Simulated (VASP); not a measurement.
# Cd9S8 (a cell with a defect) in VASP: a series of runs

The runs below take Cd9S8 (a cell with a defect) through single point, with PBEsol.

Program: VASP 6.6.1. These are calculated values, not measurements. Logs are shortened: lines on timing, memory, paths and dates and some standing lists are left out, and cuts for length are marked.

## (1) The cell of the first run

The cell holds a defect, 17 atoms: a = 8.236 Å, b = 8.236 Å, c = 8.236 Å, α = 60.00°, β = 60.00°, γ = 60.00°.

## (2) Single point, PBEsol (with an interstitial atom, then relaxed in part)

File INCAR:

```
PREC = Accurate
ENCUT = 520
EDIFF = 1E-6
ISMEAR = 0
SIGMA = 0.02
LREAL = Auto
LASPH = T
NELM = 100
ALGO = Normal
ISIF = 2
LWAVE = F
LCHARG = T
GGA = PS
LELF = T
LVHAR = T
NBANDS = 92
```

File KPOINTS:

```
Automatic mesh
0
Gamma
  2 2 2
```

File POSCAR:

```
Cd9S8
1.0
    0.0000000000      5.8238935687     -5.8238935687
    5.8238935687      5.8238935687      0.0000000000
    5.8238935687      0.0000000000     -5.8238935687
Cd S
9 8
Direct
    0.4906188852      0.4899893930      0.0095503430
    0.4902983652      0.0088357840      0.0087403451
    1.0091407514      0.4897702751      0.0089389227
    0.9998942471     -0.0008941402     -0.0012933596
    0.5001169071      0.5002584980      0.5002817817
    0.4906474867      0.0097457395      0.4896907219
    1.0100474615      0.4901017157      0.4897654866
    1.0092319971      0.0091281870      0.4894977149
    0.7498995342      0.7491024396      0.7486966378
    0.3770052347      0.3767238441      0.3765383308
    0.3764463008      0.8705030260      0.3759898312
    0.8703941282      0.3763055808      0.3761271316
    0.8777999183      0.8773866500      0.3659306268
    0.3763813508      0.3761008263      0.8705067369
    0.3670720372      0.8771941863      0.8769525190
    0.8777440744      0.3663134926      0.8770821436
    0.8772190678      0.8768118398      0.8765877534
```

Potentials or basis: VASP PAW PBE potentials, release 64 (Cd, S).

On the command line:

```
> cat potpaw_PBE.64/Cd/POTCAR potpaw_PBE.64/S/POTCAR > POTCAR
> mpirun -np 1 vasp_std > vasp.out
```

OUTCAR:

```text
PREC = Accurate
   ENCUT = 520
   EDIFF = 1E-6
   ISMEAR = 0
   LREAL = Auto
   LASPH = T
   NELM = 100
   ISIF = 2
   GGA = PS

 ion  position               nearest neighbor table
   1  0.491  0.490  0.010-  10 2.47  14 2.47  16 2.60  15 2.60   9 3.02
   2  0.490  0.009  0.009-  11 2.47  14 2.47  15 2.60  17 2.60   9 3.03
   3  0.009  0.490  0.009-  12 2.47  14 2.47  16 2.60  17 2.60   9 3.03
   4  1.000  0.999  0.999-  17 2.47  15 2.47  16 2.47  13 2.47
   5  0.500  0.500  0.500-  14 2.49  11 2.49  12 2.49  10 2.49
   6  0.491  0.010  0.490-  10 2.47  11 2.47  13 2.60  15 2.60   9 3.02
   7  0.010  0.490  0.490-  10 2.47  12 2.47  13 2.60  16 2.60   9 3.02
   8  0.009  0.009  0.489-  12 2.47  11 2.47  13 2.60  17 2.60   9 3.02
   9  0.750  0.749  0.749-  13 2.57  16 2.57  15 2.57  17 2.58   7 3.02   6 3.02   1 3.02   8 3.02
                             3 3.03   2 3.03
  10  0.377  0.377  0.377-   7 2.47   6 2.47   1 2.47   5 2.49
  11  0.376  0.871  0.376-   6 2.47   8 2.47   2 2.47   5 2.49
  12  0.870  0.376  0.376-   7 2.47   8 2.47   3 2.47   5 2.49
  13  0.878  0.877  0.366-   4 2.47   9 2.57   8 2.60   6 2.60   7 2.60
  14  0.376  0.376  0.871-   1 2.47   3 2.47   2 2.47   5 2.49
  15  0.367  0.877  0.877-   4 2.47   9 2.57   2 2.60   1 2.60   6 2.60
  16  0.878  0.366  0.877-   4 2.47   9 2.57   3 2.60   1 2.60   7 2.60
  17  0.877  0.877  0.877-   4 2.47   9 2.58   2 2.60   3 2.60   8 2.60

  LATTYP: Found a face centered cubic cell.
 ALAT       =    11.6477871374

  Lattice vectors:

 A1 = (   0.0000000000,   5.8238935687,  -5.8238935687)
 A2 = (   5.8238935687,   5.8238935687,   0.0000000000)
 A3 = (   5.8238935687,   0.0000000000,  -5.8238935687)

Analysis of symmetry for initial positions (statically):
=====================================================================
 Subroutine PRICEL returns:
 Original cell was already a primitive cell.

 Routine SETGRP: Setting up the symmetry group for a
 face centered cubic supercell.

 Subroutine GETGRP returns: Found  1 space group operations
 (whereof  1 operations were pure point group operations)
 out of a pool of 48 trial point group operations.

The static configuration has the point symmetry C_1 .

Analysis of symmetry for dynamics (positions and initial velocities):
=====================================================================
 Subroutine PRICEL returns:
 Original cell was already a primitive cell.

 Routine SETGRP: Setting up the symmetry group for a
 face centered cubic supercell.

 Subroutine GETGRP returns: Found  1 space group operations
 (whereof  1 operations were pure point group operations)
 out of a pool of 48 trial point group operations.

The dynamic configuration has the point symmetry C_1 .

 Subroutine INISYM returns: Found  1 space group operations
 (whereof  1 operations are pure point group operations),
 and found     1 'primitive' translations

----------------------------------------------------------------------------------------

                                     Primitive cell

  volume of cell :     395.0666

  direct lattice vectors                    reciprocal lattice vectors
     0.000000000  5.823893569 -5.823893569    -0.085853217  0.085853217 -0.085853217
     5.823893569  5.823893569  0.000000000     0.085853217  0.085853217  0.085853217
     5.823893569  0.000000000 -5.823893569     0.085853217 -0.085853217 -0.085853217

  length of vectors
     8.236229271  8.236229271  8.236229271     0.148702134  0.148702134  0.148702134

  position of ions in fractional coordinates (direct lattice)
     0.490618885  0.489989393  0.009550343
     0.490298365  0.008835784  0.008740345
     0.009140751  0.489770275  0.008938923
     0.999894247  0.999105860  0.998706640
     0.500116907  0.500258498  0.500281782
     0.490647487  0.009745739  0.489690722
[... 9 lines left out ...]
     0.877744074  0.366313493  0.877082144
     0.877219068  0.876811840  0.876587753

  ion indices of the primitive-cell ions
   primitive index   ion index
                 1           1
                 2           2
                 3           3
                 4           4
                 5           5
                 6           6
[... 9 lines left out ...]
                16          16
                17          17

----------------------------------------------------------------------------------------

 KPOINTS: Automatic mesh

Automatic generation of k-mesh.
 Grid dimensions read from file:
 generate k-points for:    2    2    2

 Generating k-lattice:

  Cartesian coordinates                     Fractional coordinates (reciprocal lattice)
    -0.042926609  0.042926609 -0.042926609     0.500000000  0.000000000  0.000000000
     0.042926609  0.042926609  0.042926609     0.000000000  0.500000000  0.000000000
     0.042926609 -0.042926609 -0.042926609     0.000000000  0.000000000  0.500000000

  Length of vectors
     0.074351067  0.074351067  0.074351067

[... 81 lines left out ...]
  free energy    TOTEN  =       -52.64218007 eV

  energy without entropy =      -52.63654795  energy(sigma->0) =      -52.63936401

 E-fermi :   4.1509     XC(G=0):  -9.7571

 val. band max:        4.1507365940   @ k =   0.5000   0.0000   0.0000
 cond. band min:       4.1522429062   @ k =   0.5000   0.5000   0.5000
 fundamental gap:      0.0015063121
 Fermi energy:         4.1508511077

 k-point     1 :       0.0000    0.0000    0.0000
  band No.  band energies     occupation
      1     -11.0487      2.00000
      2     -10.5803      2.00000
      3     -10.5764      2.00000
      4     -10.5749      2.00000
      5     -10.5744      2.00000
      6     -10.4105      2.00000
[... 82 lines left out ...]
     89       7.3273      0.00000
     90       7.3285      0.00000

 k-point     2 :       0.5000    0.0000    0.0000
  band No.  band energies     occupation
      1     -10.8502      2.00000
      2     -10.7758      2.00000
      3     -10.5449      2.00000
      4     -10.5427      2.00000
      5     -10.5251      2.00000
      6     -10.4719      2.00000
[... 82 lines left out ...]
     89       6.8312      0.00000
     90       6.8452      0.00000

 k-point     3 :       0.0000    0.5000    0.0000
  band No.  band energies     occupation
      1     -10.8503      2.00000
      2     -10.7756      2.00000
      3     -10.5451      2.00000
      4     -10.5430      2.00000
      5     -10.5248      2.00000
      6     -10.4717      2.00000
[... 82 lines left out ...]
     89       6.8322      0.00000
     90       6.8451      0.00000

 k-point     4 :       0.0000    0.0000    0.5000
  band No.  band energies     occupation
      1     -10.8504      2.00000
      2     -10.7755      2.00000
      3     -10.5451      2.00000
      4     -10.5432      2.00000
      5     -10.5246      2.00000
      6     -10.4716      2.00000
[... 82 lines left out ...]
     89       6.8328      0.00000
     90       6.8453      0.00000

 k-point     5 :       0.5000    0.5000    0.5000
  band No.  band energies     occupation
      1     -10.8498      2.00000
      2     -10.7763      2.00000
      3     -10.5433      2.00000
      4     -10.5426      2.00000
      5     -10.5262      2.00000
      6     -10.4726      2.00000
[... 82 lines left out ...]
     89       6.8357      0.00000
     90       6.8396      0.00000

 k-point     6 :       0.5000    0.5000    0.0000
  band No.  band energies     occupation
      1     -10.7686      2.00000
      2     -10.7325      2.00000
      3     -10.5802      2.00000
      4     -10.5793      2.00000
      5     -10.5674      2.00000
      6     -10.5549      2.00000
[... 82 lines left out ...]
     89       6.8120      0.00000
     90       6.9143      0.00000

 k-point     7 :       0.0000    0.5000    0.5000
  band No.  band energies     occupation
      1     -10.7686      2.00000
      2     -10.7325      2.00000
      3     -10.5806      2.00000
      4     -10.5788      2.00000
      5     -10.5675      2.00000
      6     -10.5549      2.00000
[... 82 lines left out ...]
     89       6.8118      0.00000
     90       6.9144      0.00000

 k-point     8 :       0.5000    0.0000    0.5000
  band No.  band energies     occupation
      1     -10.7686      2.00000
      2     -10.7325      2.00000
      3     -10.5803      2.00000
      4     -10.5791      2.00000
      5     -10.5675      2.00000
      6     -10.5549      2.00000
[... 82 lines left out ...]
     89       6.8120      0.00000
     90       6.9143      0.00000
 [bands above 90 left out]

------------------------ aborting loop because EDIFF is reached ----------------------------------------

  FORCE on cell =-STRESS in cart. coord.  units (eV):
  Direction    XX          YY          ZZ          XY          YZ          ZX
  --------------------------------------------------------------------------------------
  -------------------------------------------------------------------------------------
  Total       14.1663593     14.1673544     14.1652565      0.0102100     -0.0147032     -0.0080409
  in kB       57.4511268     57.4551624     57.4466544      0.0414061     -0.0596282     -0.0326097
  external PRESSURE =      57.4509812 kB  Pullay stress =       0.0000000 kB

 VOLUME and BASIS-vectors are now :
 -----------------------------------------------------------------------------
  energy-cutoff  :      520.00
  volume of cell :      395.07
      direct lattice vectors                 reciprocal lattice vectors
     0.000000000  5.823893569 -5.823893569    -0.085853217  0.085853217 -0.085853217
     5.823893569  5.823893569  0.000000000     0.085853217  0.085853217  0.085853217
     5.823893569  0.000000000 -5.823893569     0.085853217 -0.085853217 -0.085853217

 POSITION                                       TOTAL-FORCE (eV/Angst)
 -----------------------------------------------------------------------------------
      2.90927      5.71096     -2.91293        -0.000629      0.003706      0.000486
      0.10236      2.90690     -2.90635        -0.003941     -0.000224      0.000374
      2.90443      2.90560     -0.10529        -0.000754     -0.000687      0.004272
     11.63505     11.64196    -11.63964         0.000138     -0.000666      0.000112
      5.82704      5.82608     -5.82622        -0.002293     -0.001407      0.001894
      2.90866      2.91424     -5.70939        -0.000969     -0.000350     -0.003269
[... 9 lines left out ...]
      7.24140      7.24526    -10.21992        -0.009659     -0.009338     -0.008619
     10.21161     10.21529    -10.21398         0.009212      0.010900     -0.010616
 -----------------------------------------------------------------------------------
    total drift:                               -0.003688      0.000015      0.000317

  FREE ENERGIE OF THE ION-ELECTRON SYSTEM (eV)
  ---------------------------------------------------
  free  energy   TOTEN  =       -52.6421800655 eV

  energy  without entropy=      -52.6365479479  energy(sigma->0) =      -52.63936401
```

Run time: 8.9 min. Hardware: 1 thread of Intel Xeon Platinum 8488C (Sapphire Rapids), shared host; peak memory 0.62 GiB.

What came out:

* Free energy: -52.6422 eV
* Pressure: 5.7 GPa
* Largest force: 0.018 eV/Å
* Band gap on the k mesh: zero (bands 78 and 79 overlap by 1.09 eV)

Forces in eV/Å, atoms in the order of the input:
```
Cd  -0.001  0.004  0.000
Cd  -0.004  0.000  0.000
Cd  -0.001 -0.001  0.004
Cd   0.000 -0.001  0.000
Cd  -0.002 -0.001  0.002
Cd  -0.001  0.000 -0.003
Cd   0.003 -0.001  0.000
Cd  -0.001 -0.004  0.001
Cd   0.003  0.001 -0.002
S    0.006  0.006 -0.006
S   -0.005 -0.005 -0.008
S    0.008 -0.005  0.005
S   -0.010  0.009  0.009
S   -0.005  0.008  0.005
S    0.009 -0.010  0.010
S   -0.010 -0.009 -0.009
S    0.009  0.011 -0.011
```

Caveat: the k points lie up to 0.47 Å⁻¹ apart, too coarse for converged energies and pressures of a metal; the cell differs from its parent crystal (with an interstitial atom, then relaxed in part); the PAW data sets were made with another functional, which shifts forces and pressure a little.

## (3) Single point, PBEsol

File INCAR:

```
PREC     = Accurate       # precision mode
ENCUT    = 520            # plane-wave cutoff, eV
EDIFF    = 1E-6           # SCF threshold, eV
ISMEAR   = 0              # smearing method
SIGMA    = 0.02           # smearing width, eV
LREAL    = Auto         
LASPH    = True           # aspherical terms in the spheres
NELM     = 100            # most SCF steps
ALGO     = Normal         # electronic algorithm
ISIF     = 2              # what is computed and relaxed
LWAVE    = False          # write WAVECAR
LCHARG   = False          # write CHGCAR
GGA      = PS             # functional
NBANDS   = 92             # bands
```

File KPOINTS:

```
regular mesh
0
Gamma
  2 2 2
```

File POSCAR:

```
Cd9S8
1.0
    0.0000000000      5.8238935687     -5.8238935687
    5.8238935687      5.8238935687      0.0000000000
    5.8238935687      0.0000000000     -5.8238935687
Cd S
9 8
Direct
    0.4892051110      0.4887861473      0.0084918276
    0.4888845351      0.0076326086      0.0076818883
    1.0077269495      0.4885670499      0.0078803810
    0.9984804721     -0.0020973941     -0.0023518630
    0.4987031383      0.4990553082      0.4992232371
    0.4892337002      0.0085425668      0.4886322125
    1.0086337311      0.4888984434      0.4887069907
    1.0078182114      0.0079249388      0.4884392145
    0.7484856906      0.7478993132      0.7476381477
    0.3755914277      0.3755206846      0.3754798185
    0.3750324374      0.8692998834      0.3749313023
    0.8689803377      0.3751023219      0.3750686674
    0.8763860362      0.8761834226      0.3648722242
    0.3749675323      0.3748976478      0.8694482377
    0.3656582104      0.8759910256      0.8758940114
    0.8763303175      0.3651102952      0.8760236498
    0.8758052392      0.8756086353      0.8755293070
```

Potentials or basis: VASP PAW PBE potentials, release 64 (Cd, S).

On the command line:

```
> cat potpaw_PBE.64/Cd/POTCAR potpaw_PBE.64/S/POTCAR > POTCAR
> mpirun -np 1 vasp_std > vasp.out
```

Wall time 8.5 min (1 thread of Intel Xeon Platinum 8488C (Sapphire Rapids), shared host); peak memory 0.62 GiB.

The run converged. Its results:

```
Free energy            : -52.6423 eV
Pressure               : 5.7 GPa
Largest force          : 0.017 eV/Å
Band gap on the k mesh : zero (bands 78 and 79 overlap by 1.09 eV)
```

Forces in eV/Å, atoms in the order of the input:
```
Cd  -0.002  0.004  0.001
Cd  -0.004 -0.001  0.001
Cd  -0.001 -0.001  0.004
Cd   0.000  0.000  0.000
Cd  -0.002 -0.001  0.001
Cd  -0.002 -0.001 -0.004
Cd   0.003 -0.001  0.001
Cd  -0.001 -0.003  0.001
Cd   0.003  0.001 -0.002
S    0.006  0.005 -0.005
S   -0.005 -0.006 -0.007
S    0.007 -0.006  0.006
S   -0.008  0.011  0.008
S   -0.005  0.007  0.006
S    0.009 -0.009  0.009
S   -0.008 -0.008 -0.010
S    0.009  0.010 -0.009
```

Levels at points of the mesh, in eV from the Fermi level:
| k point | band 76 | band 77 | band 78 | band 79 | band 80 | band 81 |
| --- | --- | --- | --- | --- | --- | --- |
| (0.00, 0.00, 0.00) | -2.60 | -2.60 | -2.22 | -0.92 | 0.08 | 0.08 |
| (0.50, 0.00, 0.00) | -3.00 | -3.00 | -0.84 | 0.00 | 0.76 | 1.10 |
| (0.00, 0.50, 0.00) | -3.00 | -3.00 | -0.84 | 0.00 | 0.75 | 1.11 |
| (0.00, 0.00, 0.50) | -3.00 | -3.00 | -0.84 | 0.00 | 0.75 | 1.11 |
| (0.50, 0.50, 0.50) | -3.00 | -3.00 | -0.85 | 0.00 | 0.76 | 1.10 |
| (0.50, 0.50, 0.00) | -3.43 | -3.30 | 0.17 | 0.49 | 1.00 | 1.39 |
| (0.00, 0.50, 0.50) | -3.43 | -3.30 | 0.17 | 0.49 | 1.00 | 1.39 |
| (0.50, 0.00, 0.50) | -3.43 | -3.30 | 0.17 | 0.49 | 1.00 | 1.39 |

Caveat: the k points lie up to 0.47 Å⁻¹ apart, too coarse for converged energies and pressures of a metal; the PAW data sets were made with another functional, which shifts forces and pressure a little.

## (4) Single point, PBEsol

File INCAR:

```
PREC     = Accurate       # precision mode
ENCUT    = 520            # plane-wave cutoff, eV
EDIFF    = 1E-6           # SCF threshold, eV
ISMEAR   = 0              # smearing method
SIGMA    = 0.02           # smearing width, eV
LREAL    = Auto         
LASPH    = T              # aspherical terms in the spheres
NELM     = 80             # most SCF steps
ALGO     = Normal         # electronic algorithm
ISIF     = 2              # what is computed and relaxed
LWAVE    = F              # write WAVECAR
LCHARG   = F              # write CHGCAR
GGA      = PS             # functional
NBANDS   = 92             # bands
```

KPOINTS is that of step 3.

File POSCAR:

```
Cd9S8
1.0
    0.0000000000      5.8238935687     -5.8238935687
    5.8238935687      5.8238935687      0.0000000000
    5.8238935687      0.0000000000     -5.8238935687
Cd S
9 8
Direct
    0.4990553082      0.4987031383      0.0030182557
    0.4885670499      0.0077268754     -0.0041744410
    1.0076325109      0.4888845351     -0.0041989950
    1.0079250128      0.0078181374     -0.0041824253
    0.4887861473      0.4892051110      0.5135168534
    0.4888984434      0.0086336571      0.5137608483
    1.0085425550      0.4892336143      0.5135915457
    0.9979026800     -0.0015196019      0.5059687244
    0.7478993132      0.7484856906      0.2559768619
    0.3755206846      0.3755914277      0.3734080086
    0.3651102952      0.8763303175      0.3825357510
    0.8759910256      0.3656582104      0.3824567660
    0.8761834226      0.8763860362      0.3825583304
    0.3748976478      0.3749675323      0.8806865956
    0.3751023219      0.8689803377      0.8808486864
    0.8692997975      0.3750325232      0.8807363046
    0.8756086353      0.8758052392      0.8730569060
```

On the command line:

```
> cat potpaw_PBE.64/Cd/POTCAR potpaw_PBE.64/S/POTCAR > POTCAR
> mpirun -np 1 vasp_std > vasp.out
```

Run time: 6 min. Hardware: 1 thread of Intel Xeon 6975P-C (Granite Rapids), shared host; peak memory 0.62 GiB.

It converged, with:

```
Free energy            : -52.6423 eV
Pressure               : 5.7 GPa
Largest force          : 0.017 eV/Å
Band gap on the k mesh : zero (bands 78 and 79 overlap by 1.09 eV)
```

Forces in eV/Å, atoms in the order of the input:
```
Cd   0.002 -0.001 -0.001
Cd   0.001 -0.001 -0.004
Cd   0.004 -0.001 -0.001
Cd   0.001 -0.003 -0.001
Cd   0.002  0.004 -0.001
Cd  -0.003 -0.001 -0.001
Cd   0.002 -0.001  0.004
Cd   0.000  0.000  0.000
Cd  -0.003  0.001  0.002
S   -0.006  0.005  0.005
S    0.008 -0.008  0.010
S   -0.009 -0.009 -0.009
S    0.008  0.011 -0.008
S    0.005  0.007 -0.006
S   -0.007 -0.006 -0.006
S    0.005 -0.006  0.007
S   -0.009  0.010  0.009
```

Levels at points of the mesh, in eV from the Fermi level:
```tsv
k point	band 75	band 76	band 77	band 78	band 79	band 80	band 81	band 82
(0.00, 0.00, 0.00)	-2.60	-2.60	-2.60	-2.22	-0.92	0.08	0.08	0.08
(0.50, 0.00, 0.00)	-3.05	-3.00	-3.00	-0.84	0.00	0.75	1.11	1.11
(0.00, 0.50, 0.00)	-3.05	-3.00	-3.00	-0.84	0.00	0.76	1.10	1.11
(0.00, 0.00, 0.50)	-3.04	-3.00	-3.00	-0.85	0.00	0.76	1.10	1.10
(0.50, 0.50, 0.50)	-3.05	-3.00	-3.00	-0.84	0.00	0.75	1.11	1.11
(0.50, 0.50, 0.00)	-3.47	-3.43	-3.30	0.17	0.49	1.00	1.39	1.46
(0.00, 0.50, 0.50)	-3.47	-3.43	-3.30	0.17	0.49	1.00	1.39	1.46
(0.50, 0.00, 0.50)	-3.47	-3.43	-3.30	0.17	0.49	1.00	1.39	1.46
```

Caveat: the k points lie up to 0.47 Å⁻¹ apart, too coarse for converged energies and pressures of a metal; the PAW data sets were made with another functional, which shifts forces and pressure a little.
